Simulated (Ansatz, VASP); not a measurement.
AlN in VASP and in Ansatz

INCAR

```
SYSTEM = AlN
PREC = Accurate
ENCUT = 600
EDIFF = 1E-6
ISMEAR = 0
SIGMA = 0.02
LREAL = .FALSE.
LASPH = .TRUE.
NELM = 120
ALGO = Normal
ISIF = 2
LWAVE = .FALSE.
LCHARG = .FALSE.
GGA = PE
NBANDS = 11
GGA_COMPAT = .FALSE.
```

The input KPOINTS:

```
Automatic mesh
0
G
  10 10 10
  0 0 0
```

Contents of POSCAR:

```
AlN
1.0
    0.0000000000      2.1566441400      2.1566441400
    2.1566441400      0.0000000000      2.1566441400
    2.1566441400      2.1566441400      0.0000000000
Al N
1 1
Direct
    0.0000000000      0.0000000000      0.0000000000
    0.7500000000      0.7500000000      0.7500000000
```

Input for Ansatz:

```yaml
crystal:
  lattice:
    - [0.0, 2.15664414, 2.15664414]
    - [2.15664414, 0.0, 2.15664414]
    - [2.15664414, 2.15664414, 0.0]
  atoms:
    - { symbol: Al, position: [0.0, 0.0, 0.0] }
    - { symbol: "N", position: [0.75, 0.75, 0.75] }
basis:
  ecutwfc: 420
kpoints:
  mp_grid: { grid: [10, 10, 10] }
hamiltonian:
  xc: pbe
scf:
  occupations: { method: gaussian, width: 0.02 }
output:
  forces: true
  stress: true
  eigenvalues: true
```

Alike in both runs: task single point; functional PBE; k mesh 10 × 10 × 10; occupations gaussian, width 0.02 eV; no spin polarisation.

```csv
,VASP,Ansatz
version,VASP 6.6.1,Ansatz 0.2.0
potentials or method,"VASP PAW PBE potentials, release 64 (Al, N), cutoff 600 eV","scalar-relativistic, plane waves, PAW"
valence electrons in the cell,8,8
```

VASP gave:

| Item | Value |
| --- | --- |
| gap on the k mesh at the Fermi level (eV) | 3.34 |
| least direct gap on the mesh (eV) | 4.54 |
| pressure (GPa) | 13.1 |

**Question.** Which values does Ansatz return?

**Answer.** gap on the k mesh at the Fermi level (eV): 3.35; least direct gap on the mesh (eV): 4.52; pressure (GPa): 13.5.

The functional is the same, so the differences come from potentials, cutoffs and numerics.
